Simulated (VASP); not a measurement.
A run of VASP 6.6.1 is set up as follows.

Contents of INCAR:

```
SYSTEM = ZnPtC6N6
PREC = Accurate
ENCUT = 520
EDIFF = 1E-6
ISMEAR = 1
SIGMA = 0.15
LREAL = .False.
LASPH = .True.
NELM = 60
ALGO = Normal
ISIF = 2
LWAVE = .False.
LCHARG = .False.
GGA = PE
NBANDS = 51
```

Contents of KPOINTS:

```
regular mesh
0
Gamma
  3 3 3
  0 0 0
```

The input POSCAR:

```
ZnPtC6N6
1.0
   -0.0069816600      5.3479473400      5.3347736600
    5.3267702100     -0.0075500100      5.3353420100
    5.3238784000      5.3456238800     -0.0046582000
Zn Pt C N
1 1 6 6
Direct
    0.5007977774      0.5087299719      0.4871372983
    0.9972608436      0.0095822577      0.9897605947
    0.1858838174      0.1953441384      0.7989956045
    0.7916759837      0.8485733472      0.1784407746
    0.7856925392      0.2145052157      0.1624128841
    0.1632170629      0.8168204307      0.8141442127
    0.1885598146      0.8244015795      0.1578532834
    0.7947238475      0.1901367311      0.8115447972
    0.2979643109      0.2935833043      0.7375154335
    0.6684213948      0.7577784128      0.3181166226
    0.6904575698      0.3000851508      0.2916939083
    0.3036007559      0.7095787412      0.6950287852
    0.3186511171      0.6963325310      0.2629324388
    0.6673018041      0.3087149991      0.6910805878
```

Potentials or basis: VASP PAW PBE potentials, release 64 (Zn, Pt, C, N).

Command:

```bash
$ cat potpaw_PBE.64/Zn/POTCAR potpaw_PBE.64/Pt/POTCAR potpaw_PBE.64/C/POTCAR potpaw_PBE.64/N/POTCAR > POTCAR
$ mpirun -np 1 vasp_std > vasp.out
```

(1) Estimate the band gap on the k mesh.

(2) What does it give for the pressure?

(3) What does it give for the largest force?

Answers

(1) 4.55 eV (least direct gap 4.59 eV).

(2) -4.3 GPa.

(3) 12.350 eV/Å.

Caveat: the cell stands under tension; spin-orbit coupling is left out, which moves the levels of the heavy elements; an odd mesh through Γ misses points on the zone boundary, where band edges can lie; forces of over 1 eV/Å act on the atoms, so gaps and moduli don't describe the material at rest.
